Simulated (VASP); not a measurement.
# P (Cmce) in VASP: a series of runs

Aim: see how the results for P move with the level of theory and the settings. Levels: PBE+D4, BLYP, SVWN5. Tasks: single point.

Everything below comes from runs of VASP 6.6.1. Logs are shortened: lines on timing, memory, paths and dates and some standing lists are left out, and cuts for length are marked.

## (1) The cell of the first run

The structure is orthorhombic, space group Cmce (No. 64). The conventional cell has a = 3.317 Å, b = 11.002 Å, c = 4.574 Å, α = 90.00°, β = 90.00°, γ = 90.00°. P (site symmetry m) has 3 P at 2.22 to 2.26 Å within 2.9 Å.

## (2) Single point, PBE+D4

File INCAR:

```
SYSTEM = P
  ALGO = Normal
  EDIFF = 1E-6
  ENCUT = 500
  GGA = PE
  GGA_COMPAT = .False.
  ISIF = 2
  ISMEAR = -1
  IVDW = 13
  LASPH = .True.
  LCHARG = .False.
  LREAL = .False.
  LWAVE = .False.
  NBANDS = 18
  NELM = 120
  PREC = Accurate
  SIGMA = 0.05
```

File KPOINTS:

```
k-points
0
Gamma
  8 8 6
  0 0 0
```

File POSCAR:

```
P
1.0
    1.6586556482     -5.5012310827      0.0000000000
    1.6586556482      5.5012310827      0.0000000000
    0.0000000000      0.0000000000      4.5737267689
P
4
Direct
    0.9041431300      0.0958568700      0.5888151700
    0.0958568700      0.9041431300      0.4111848300
    0.5958568700      0.4041431300      0.0888151700
    0.4041431300      0.5958568700      0.9111848300
```

Potentials or basis: VASP PAW PBE potentials, release 64 (P).

Command:

```sh
cat potpaw_PBE.64/P/POTCAR > POTCAR
mpirun -np 1 vasp_std > vasp.out
```

OUTCAR:

```text
SYSTEM = P
   EDIFF = 1E-6
   ENCUT = 500
   GGA = PE
   ISIF = 2
   ISMEAR = -1
   IVDW = 13
   LASPH = .True.
   LREAL = .False.
   NELM = 120
   PREC = Accurate

 ion  position               nearest neighbor table
   1  0.904  0.096  0.589-   4 2.22   4 2.22   2 2.26
   2  0.096  0.904  0.411-   3 2.22   3 2.22   1 2.26
   3  0.596  0.404  0.089-   2 2.22   2 2.22   4 2.26
   4  0.404  0.596  0.911-   1 2.22   1 2.22   3 2.26

  LATTYP: Found a base centered orthorhombic cell.
 ALAT       =     3.3173112964
 B/A-ratio  =     3.3166806436
 C/A-ratio  =     1.3787451223

  Lattice vectors:

 A1 = (   1.6586556482,  -5.5012310827,   0.0000000000)
 A2 = (   1.6586556482,   5.5012310827,   0.0000000000)
 A3 = (   0.0000000000,   0.0000000000,   4.5737267689)

Analysis of symmetry for initial positions (statically):
=====================================================================
 Subroutine PRICEL returns:
 Original cell was already a primitive cell.

 Routine SETGRP: Setting up the symmetry group for a
 base centered orthorhombic supercell.

 Subroutine GETGRP returns: Found  8 space group operations
 (whereof  4 operations were pure point group operations)
 out of a pool of  8 trial point group operations.

The static configuration has the point symmetry C_2h.
 The point group associated with its full space group is D_2h.

Analysis of symmetry for dynamics (positions and initial velocities):
=====================================================================
 Subroutine PRICEL returns:
 Original cell was already a primitive cell.

 Routine SETGRP: Setting up the symmetry group for a
 base centered orthorhombic supercell.

 Subroutine GETGRP returns: Found  8 space group operations
 (whereof  4 operations were pure point group operations)
 out of a pool of  8 trial point group operations.

The dynamic configuration has the point symmetry C_2h.
 The point group associated with its full space group is D_2h.

 Subroutine INISYM returns: Found  8 space group operations
 (whereof  4 operations are pure point group operations),
 and found     1 'primitive' translations

----------------------------------------------------------------------------------------

                                     Primitive cell

  volume of cell :      83.4673

  direct lattice vectors                    reciprocal lattice vectors
     1.658655648 -5.501231083  0.000000000     0.301448948 -0.090888747  0.000000000
     1.658655648  5.501231083  0.000000000     0.301448948  0.090888747  0.000000000
     0.000000000  0.000000000  4.573726769     0.000000000  0.000000000  0.218640083

  length of vectors
     5.745840407  5.745840407  4.573726769     0.314852716  0.314852716  0.218640083

  position of ions in fractional coordinates (direct lattice)
     0.904143130  0.095856870  0.588815170
     0.095856870  0.904143130  0.411184830
     0.595856870  0.404143130  0.088815170
     0.404143130  0.595856870  0.911184830

  ion indices of the primitive-cell ions
   primitive index   ion index
                 1           1
                 2           2
                 3           3
                 4           4

----------------------------------------------------------------------------------------

 KPOINTS: k-points

Automatic generation of k-mesh.
 Grid dimensions read from file:
 generate k-points for:    8    8    6

 Generating k-lattice:

  Cartesian coordinates                     Fractional coordinates (reciprocal lattice)
     0.037681118 -0.011361093  0.000000000     0.125000000  0.000000000  0.000000000
     0.037681118  0.011361093  0.000000000     0.000000000  0.125000000  0.000000000
     0.000000000  0.000000000  0.036440014     0.000000000  0.000000000  0.166666667

  Length of vectors
     0.039356589  0.039356589  0.036440014

  Shift w.r.t. Gamma in fractional coordinates (k-lattice)
     0.000000000  0.000000000  0.000000000

 Subroutine IBZKPT returns following result:
 ===========================================

 Found     84 irreducible k-points:

 Following reciprocal coordinates:
            Coordinates               Weight
  0.000000  0.000000  0.000000      1.000000
  0.125000  0.000000  0.000000      4.000000
  0.250000  0.000000  0.000000      4.000000
  0.375000  0.000000  0.000000      4.000000
  0.500000  0.000000  0.000000      2.000000
  0.125000  0.125000  0.000000      2.000000
[... 16 lines left out ...]
  0.125000  0.000000  0.166667      8.000000
  0.250000  0.000000  0.166667      8.000000
 [... further k-points ...]
   k-points           NKPTS =     84   k-points in BZ     NKDIM =     84   number of bands    NBANDS=     18
   number of dos      NEDOS =    301   number of ions     NIONS =      4
   total plane-waves  NPLWV =  63504
   dimension x,y,z NGX =    42 NGY =   42 NGZ =   36
   dimension x,y,z NGXF=    84 NGYF=   84 NGZF=   72
   ions per type =               4
   NGX,Y,Z   is equivalent  to a cutoff of  12.15, 12.15, 13.09 a.u.
   NGXF,Y,Z  is equivalent  to a cutoff of  24.30, 24.30, 26.17 a.u.
 SYSTEM =  P
   PREC   = accura    normal or accurate (medium, high low for compatibility)
   ISTART =      0    job   : 0-new  1-cont  2-samecut
   ICHARG =      2    charge: 1-file 2-atom 10-const
   ISPIN  =      1    spin polarized calculation?
   LNONCOLLINEAR =      F non collinear calculations
   LSORBIT =      F    spin-orbit coupling
   LASPH  =      T    aspherical Exc in radial PAW
   ENCUT  =  500.0 eV  36.75 Ry    6.06 a.u.  10.48 10.48  8.34*2*pi/ulx,y,z
   NELM   =    120;   NELMIN=  2; NELMDL= -5     # of ELM steps
   EDIFF  = 0.1E-05   stopping-criterion for ELM
   LREAL  =      F    real-space projection
   EDIFFG = 0.1E-04   stopping-criterion for IOM
   NSW    =      0    number of steps for IOM
   IBRION =     -1    ionic relax: 0-MD 1-quasi-New 2-CG
   NFREE  =      0    steps in history (QN), initial steepest desc. (CG)
   ISIF   =      2    stress and relaxation
   ISYM   =      2    0-nonsym 1-usesym 2-fastsym
   POTIM  = 0.5000    time-step for ionic-motion
   TEBEG  =    0.0;   TEEND  =   0.0 temperature during run
   PSTRESS=    0.0 pullay stress
   NELECT =      20.0000    total number of electrons
   NUPDOWN=      -1.0000    fix difference up-down
   EMIN   =  10.00;   EMAX   =-10.00  energy-range for DOS
   EFERMI =   0.00;   METHOD = LEGACY
   ISMEAR =    -1;   SIGMA  =   0.05  broadening in eV -4-tet -1-fermi 0-gaus
   EFERMI_NEDOS =   21; number of points for ismear=-14 and -15
   IALGO  =     38    algorithm
   IMIX   =      4    mixing-type and parameters
     AMIX     =   0.40;   BMIX     =  1.00
     AMIX_MAG =   1.60;   BMIX_MAG =  1.00
  volume/ion in A,a.u.               =      20.87       140.82
  Fermi-wavevector in a.u.,A,eV,Ry     =   1.016825  1.921520 14.067503  1.033932
  Thomas-Fermi vector in A             =   2.150190
   LORBIT       =      0    0 simple, 1 ext, 2 COOP (PROOUT), +10 PAW based schemes
   GGA     = PE    functional components
   LHFCALC =     F    Hartree Fock is set to
   AEXX    =    0.0000 exact exchange contribution
   IVDW    =    13    specifies the selected vdW correction
   LEPSILON=     F    determine dielectric tensor
   LRPA    =     F    only Hartree local field effects (RPA)
 non-spin polarized calculation
  energy-cutoff  :      500.00
  volume of cell :       83.47
 maximum number of plane-waves:      2136
 NGX is ok and might be reduce to    42
   NGX = 21   NGY = 21   NGZ = 17

 number of electron      20.0000003 magnetization

 Free energy of the ion-electron system (eV)
  ---------------------------------------------------
  ext. energy  EPLUGINS =         0.00000000
  ---------------------------------------------------
  free energy    TOTEN  =       -21.50031927 eV

  energy without entropy =      -21.49998885  energy(sigma->0) =      -21.50015406

 E-fermi :   5.7283     XC(G=0):  -9.3402

 val. band max:        5.6552953995   @ k =   0.5000   0.5000   0.0000
 cond. band min:       5.8022367342   @ k =   0.5000   0.5000   0.0000
 fundamental gap:      0.1469413347
 Fermi energy:         5.7283326025

 k-point     1 :       0.0000    0.0000    0.0000
  band No.  band energies     occupation
      1      -9.9832      2.00000
      2      -7.3002      2.00000
      3      -4.0808      2.00000
      4      -0.9879      2.00000
      5       0.6414      2.00000
      6       0.8732      2.00000
[... 10 lines left out ...]
     17      12.5760      0.00000
     18      13.0321      0.00000

 k-point     2 :       0.1250    0.0000    0.0000
  band No.  band energies     occupation
      1      -9.7944      2.00000
      2      -7.1203      2.00000
      3      -4.1686      2.00000
      4      -0.8220      2.00000
      5       0.2729      2.00000
      6       0.7672      2.00000
[... 10 lines left out ...]
     17      11.5130      0.00000
     18      12.5681      0.00000

 k-point     3 :       0.2500    0.0000    0.0000
  band No.  band energies     occupation
      1      -9.2347      2.00000
      2      -6.5810      2.00000
      3      -4.6673      2.00000
      4      -1.1488      2.00000
      5      -0.3630      2.00000
      6      -0.2347      2.00000
[... 10 lines left out ...]
     17      11.1052      0.00000
     18      12.3852      0.00000

 k-point     4 :       0.3750    0.0000    0.0000
  band No.  band energies     occupation
      1      -8.3278      2.00000
      2      -5.7897      2.00000
      3      -5.6857      2.00000
      4      -2.8927      2.00000
      5      -0.2977      2.00000
      6       0.1757      2.00000
[... 375 lines left out ...]
      4      -1.3023      2.00000
      5       0.4070      2.00000
      6       1.4041      2.00000
[... 10 lines left out ...]
     17      12.8599      0.00000
     18      13.2448      0.00000

 k-point    23 :       0.1250    0.0000    0.1667
  band No.  band energies     occupation
      1      -9.6567      2.00000
      2      -7.3499      2.00000
      3      -4.0976      2.00000
      4      -1.2265      2.00000
      5       0.3181      2.00000
      6       0.6019      2.00000
[... 10 lines left out ...]
     17      12.2363      0.00000
     18      12.7162      0.00000

 k-point    24 :       0.2500    0.0000    0.1667
  band No.  band energies     occupation
      1      -9.1011      2.00000
      2      -6.8359      2.00000
      3      -4.4707      2.00000
      4      -1.5642      2.00000
      5      -0.4885      2.00000
      6      -0.0803      2.00000
[... 10 lines left out ...]
     17      11.1749      0.00000
     18      12.4378      0.00000

 [... further k-points ...]

------------------------ aborting loop because EDIFF is reached ----------------------------------------

  DFT-D4 for vdW energy calculation

  Edisp (eV):   -1.41841

  FORCE on cell =-STRESS in cart. coord.  units (eV):
  Direction    XX          YY          ZZ          XY          YZ          ZX
  --------------------------------------------------------------------------------------
  -------------------------------------------------------------------------------------
  Total      -1.49541    -1.09721    -1.19807     0.00000     0.00000     0.00000
  in kB     -28.70471   -21.06121   -22.99737     0.00000     0.00000     0.00000
  external pressure =      -24.25 kB  Pullay stress =        0.00 kB

 VOLUME and BASIS-vectors are now :
 -----------------------------------------------------------------------------
  energy-cutoff  :      500.00
  volume of cell :       83.47
      direct lattice vectors                 reciprocal lattice vectors
     1.658655648 -5.501231083  0.000000000     0.301448948 -0.090888747  0.000000000
     1.658655648  5.501231083  0.000000000     0.301448948  0.090888747  0.000000000
     0.000000000  0.000000000  4.573726769     0.000000000  0.000000000  0.218640083

 POSITION                                       TOTAL-FORCE (eV/Angst)
 -----------------------------------------------------------------------------------
      1.65866     -4.44657      2.69308         0.000000      0.012879     -0.159434
      1.65866      4.44657      1.88065         0.000000     -0.012879      0.159434
      1.65866     -1.05466      0.40622         0.000000     -0.012879     -0.159434
      1.65866      1.05466      4.16751         0.000000      0.012879      0.159434
 -----------------------------------------------------------------------------------
    total drift:                                0.000000     -0.000000      0.000000

  FREE ENERGIE OF THE ION-ELECTRON SYSTEM (eV)
  ---------------------------------------------------
  free  energy   TOTEN  =       -22.9187301634 eV

  energy  without entropy=      -22.9183997442  energy(sigma->0) =      -22.91856495
```

Run time: 1.8 min. Hardware: 1 thread of Oxide Virtual Turin-like, shared host; peak memory 0.23 GiB.

Results:

```yaml
Free_energy: -22.9187 eV
Pressure: -2.4 GPa
Largest_force: 0.160 eV/Å
Band_gap_on_the_k_mesh: 0.15 eV
Dispersion_energy_per_atom: -0.355 eV
```

Forces on the atoms (eV/Å):
```
P    0.000  0.013 -0.159
P    0.000 -0.013  0.159
P    0.000 -0.013 -0.159
P    0.000  0.013  0.159
```

Stress tensor (GPa, compression positive):
```
-2.87  0.00  0.00
 0.00 -2.11  0.00
 0.00  0.00 -2.30
```

Levels at points of the mesh, in eV from the valence-band top:
```tsv
k point	band 8	band 9	band 10	band 11	band 12	band 13
(0.00, 0.00, 0.00)	-2.71	-2.54	-1.18	0.60	1.03	1.87
(0.50, 0.00, 0.00)	-3.34	-2.61	-2.61	0.68	0.68	1.51
(0.50, 0.50, 0.00)	-2.39	-1.55	0.00	0.15	0.80	2.06
(0.00, 0.00, 0.50)	-3.23	-1.65	-1.65	1.38	1.38	2.87
(0.50, 0.00, 0.50)	-5.24	-1.79	-1.79	1.67	1.67	3.39
(0.50, 0.50, 0.50)	-2.76	-1.96	-1.96	1.39	1.39	2.53
```

## (3) Single point, BLYP

File INCAR:

```
SYSTEM = P
AGGAC    = 1.0          
AGGAX    = 1.0          
ALDAC    = 0.0          
ALDAX    = 1.0          
ALGO     = Normal         ! electronic algorithm
EDIFF    = 1E-6           ! SCF threshold, eV
ENCUT    = 500            ! plane-wave cutoff, eV
GGA      = B5             ! functional
GGA_COMPAT= .False.      
ISIF     = 2              ! what is computed and relaxed
ISMEAR   = -1             ! smearing method
LASPH    = .True.         ! aspherical terms in the spheres
LCHARG   = .False.        ! write CHGCAR
LREAL    = .False.        ! projectors in reciprocal space
LWAVE    = .False.        ! write WAVECAR
NBANDS   = 18             ! bands
NELM     = 120            ! most SCF steps
PREC     = Accurate       ! precision mode
SIGMA    = 0.05           ! smearing width, eV
```

KPOINTS is that of step 2.

POSCAR is that of step 2.

Potentials or basis: VASP PAW PBE potentials, release 64 (P).

Command:

```sh
cat potpaw_PBE.64/P/POTCAR > POTCAR
mpirun -np 1 vasp_std > vasp.out
```

Run time: 2.3 min. Hardware: 1 thread of Oxide Virtual Turin-like, shared host; peak memory 0.23 GiB.

The run converged. Its results:

```
Free energy            : -18.6492 eV
Pressure               : 4.7 GPa
Largest force          : 0.276 eV/Å
Band gap on the k mesh : 0.25 eV
```

Forces on the atoms (eV/Å):
```
P    0.000  0.204 -0.185
P    0.000 -0.204  0.185
P    0.000 -0.204 -0.185
P    0.000  0.204  0.185
```

Stress tensor (GPa, compression positive):
```
4.88 0.00 0.00
0.00 4.25 0.00
0.00 0.00 4.83
```

Levels at points of the mesh, in eV from the valence-band top:
| k point | band 6 | band 7 | band 8 | band 9 | band 10 | band 11 | band 12 | band 13 | band 14 | band 15 |
| --- | --- | --- | --- | --- | --- | --- | --- | --- | --- | --- |
| (0.00, 0.00, 0.00) | -4.65 | -3.97 | -2.67 | -2.55 | -1.16 | 0.72 | 1.25 | 2.00 | 2.82 | 5.27 |
| (0.50, 0.00, 0.00) | -5.43 | -3.28 | -3.28 | -2.52 | -2.52 | 0.81 | 0.81 | 1.62 | 1.62 | 3.35 |
| (0.50, 0.50, 0.00) | -5.33 | -4.07 | -2.40 | -1.52 | 0.00 | 0.25 | 1.02 | 2.17 | 2.72 | 5.37 |
| (0.00, 0.00, 0.50) | -4.23 | -3.22 | -3.22 | -1.61 | -1.61 | 1.49 | 1.49 | 2.92 | 2.92 | 4.50 |
| (0.50, 0.00, 0.50) | -5.48 | -5.14 | -5.14 | -1.75 | -1.75 | 1.79 | 1.79 | 3.46 | 3.46 | 5.04 |
| (0.50, 0.50, 0.50) | -3.24 | -2.72 | -2.72 | -1.92 | -1.92 | 1.52 | 1.52 | 2.60 | 2.60 | 3.15 |

Caveat: the cell stands under pressure; the PAW data sets were made with another functional, which shifts forces and pressure a little. A k mesh can miss the band edges.

## (4) Single point, SVWN5

File INCAR:

```
SYSTEM = P
  ALGO = Normal
  EDIFF = 1E-6
  ENCUT = 500
  GGA = VW
  GGA_COMPAT = .FALSE.
  ISIF = 2
  ISMEAR = -1
  LASPH = .TRUE.
  LCHARG = .FALSE.
  LREAL = .FALSE.
  LWAVE = .FALSE.
  NBANDS = 18
  NELM = 120
  PREC = Accurate
  SIGMA = 0.05
```

File KPOINTS:

```
k-points
0
G
  8 8 6
  0 0 0
```

POSCAR is that of step 3.

Command:

```sh
cat potpaw_PBE.64/P/POTCAR > POTCAR
mpirun -np 1 vasp_std > vasp.out
```

Run time: 88 s. Hardware: 1 thread of Oxide Virtual Turin-like, shared host; peak memory 0.2 GiB.

The run converged. Its results:

| Quantity | Value |
| --- | --- |
| Free energy | -23.9512 eV |
| Pressure | -3.2 GPa |
| Largest force | 0.108 eV/Å |
| Band gap on the k mesh | 0.02 eV |

Forces on the atoms (eV/Å):
```
P    0.000 -0.046 -0.098
P    0.000  0.046  0.098
P    0.000  0.046 -0.098
P    0.000 -0.046  0.098
```

Stress tensor (GPa, compression positive):
```
-4.07  0.00  0.00
 0.00 -2.51  0.00
 0.00  0.00 -3.04
```

Levels at points of the mesh, in eV from the valence-band top:
| k point | band 6 | band 7 | band 8 | band 9 | band 10 | band 11 | band 12 | band 13 | band 14 | band 15 |
| --- | --- | --- | --- | --- | --- | --- | --- | --- | --- | --- |
| (0.00, 0.00, 0.00) | -4.85 | -4.04 | -2.80 | -2.57 | -1.22 | 0.50 | 0.94 | 1.77 | 2.72 | 5.21 |
| (0.50, 0.00, 0.00) | -5.55 | -3.37 | -3.37 | -2.65 | -2.65 | 0.55 | 0.55 | 1.38 | 1.38 | 3.20 |
| (0.50, 0.50, 0.00) | -5.54 | -4.14 | -2.42 | -1.60 | 0.00 | 0.02 | 0.70 | 1.96 | 2.61 | 5.05 |
| (0.00, 0.00, 0.50) | -4.39 | -3.26 | -3.26 | -1.68 | -1.68 | 1.28 | 1.28 | 2.81 | 2.81 | 4.42 |
| (0.50, 0.00, 0.50) | -5.62 | -5.30 | -5.30 | -1.82 | -1.82 | 1.55 | 1.55 | 3.32 | 3.32 | 4.83 |
| (0.50, 0.50, 0.50) | -3.29 | -2.78 | -2.78 | -2.01 | -2.01 | 1.29 | 1.29 | 2.39 | 2.39 | 3.04 |

Caveat: the cell stands under tension; the PAW data sets were made with another functional, which shifts forces and pressure a little. A k mesh can miss the band edges.

(Continued in part 2 of 2.)
